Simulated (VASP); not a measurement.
Input of a VASP 6.6.1 run:

INCAR

```
PREC = Accurate
ENCUT = 520
EDIFF = 1E-6
ISMEAR = 0
SIGMA = 0.15
LREAL = False
LASPH = True
NELM = 80
ALGO = Normal
ISIF = 2
LWAVE = False
LCHARG = False
NBANDS = 28
```

The input KPOINTS:

```
regular mesh
0
Gamma
  10 10 8
```

Contents of POSCAR:

```
SnO
1.0
    3.6790000000      0.0000000000      0.0000000000
    0.0000000000      3.6790000000      0.0000000000
    0.0000000000      0.0000000000      4.2829000000
Sn O
2 2
Direct
    0.0000000000      0.5000000000      0.2457459271
    0.5000000000      0.0000000000      0.7542540729
    0.0000000000      0.0000000000      0.0000000000
    0.5000000000      0.5000000000      0.0000000000
```

Potentials or basis: VASP PAW LDA potentials, release 64 (Sn_d, O).

The run is started by

```bash
$ cat potpaw_LDA.64/Sn_d/POTCAR potpaw_LDA.64/O/POTCAR > POTCAR
$ mpirun -np 1 vasp_std > vasp.out
```

Problem. Estimate the band gap on the k mesh.

Solution. Zero (band 20 reaches 9.54 eV, above the bottom of band 21 at 9.19 eV).

Problem. Predict the pressure.

Solution. 17.6 GPa.

Stress tensor (GPa, compression positive):
```
17.44  0.00  0.00
 0.00 17.44  0.00
 0.00  0.00 17.89
```

Caveat: spin-orbit coupling is left out, which moves the levels of the heavy elements; forces of over 1 eV/Å act on the atoms, so gaps and moduli don't describe the material at rest.
